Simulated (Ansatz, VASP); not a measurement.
**SiO2: VASP beside Ansatz**

The input INCAR:

```
  PREC = Accurate
  ENCUT = 520
  EDIFF = 1E-6
  ISMEAR = 0
  SIGMA = 0.05
  LREAL = F
  LASPH = T
  NELM = 100
  ALGO = Normal
  ISIF = 2
  LWAVE = F
  LCHARG = F
  GGA = CA
  NBANDS = 25
```

Contents of KPOINTS:

```
Automatic mesh
0
Gamma
  6 6 8
```

POSCAR

```
SiO2
1.0
    4.1551517022      0.0000000000      0.0000000000
    0.0000000000      4.1551517022      0.0000000000
    0.0000000000      0.0000000000      2.9807000000
Si O
2 4
Direct
    0.5000000000      0.5000000000      0.5000000000
    0.0000000000      0.0000000000      0.0000000000
    0.6944252994      0.6944252994      0.0000000000
    0.1944252994      0.8055747006      0.5000000000
    0.3055747006      0.3055747006      0.0000000000
    0.8055747006      0.1944252994      0.5000000000
```

Input for Ansatz:

```yaml
crystal:
  lattice:
    - [4.1551517022, 0.0, 0.0]
    - [0.0, 4.1551517022, 0.0]
    - [0.0, 0.0, 2.9807]
  atoms:
    - { symbol: Si, position: [0.5, 0.5, 0.5] }
    - { symbol: Si, position: [0.0, 0.0, 0.0] }
    - { symbol: O, position: [0.6944252994, 0.6944252994, 0.0] }
    - { symbol: O, position: [0.1944252994, 0.8055747006, 0.5] }
    - { symbol: O, position: [0.3055747006, 0.3055747006, 0.0] }
    - { symbol: O, position: [0.8055747006, 0.1944252994, 0.5] }
basis:
  ecutwfc: 520.0
kpoints:
  mp_grid: { grid: [6, 6, 8] }
hamiltonian:
  xc: lda
  pseudopotentials: { kind: paw, azcp: { folder: soft_1 } }
scf:
  occupations: { method: gaussian, width: 0.05 }
output:
  forces: true
  stress: true
  eigenvalues: true
```

Alike in both runs: task single point; functional LDA; k mesh 6 × 6 × 8; occupations gaussian, width 0.05 eV; no spin polarisation.

|  | VASP | Ansatz |
| --- | --- | --- |
| version | VASP 6.6.1 | Ansatz 0.2.0 |
| potentials or method | VASP PAW LDA potentials, release 64 (Si, O), cutoff 520 eV | scalar-relativistic, plane waves, PAW |
| valence electrons in the cell | 32 | 32 |

|  | VASP | Ansatz | Ansatz less VASP |
| --- | --- | --- | --- |
| gap on the k mesh at the Fermi level (eV) | 3.48 | 3.48 | +0.001 |
| least direct gap on the mesh (eV) | 3.48 | 3.48 | +0.001 |
| rms of the force components (eV/Å) | 0.166 | 0.171 | +0.0049 |

Ansatz warns that its potentials were made for another functional, while VASP's fit it. LDA's correlation is that of Perdew and Zunger in VASP and of Perdew and Wang (1992) in Ansatz. Atom by atom the forces differ by 0.005 eV/Å (rms over components).
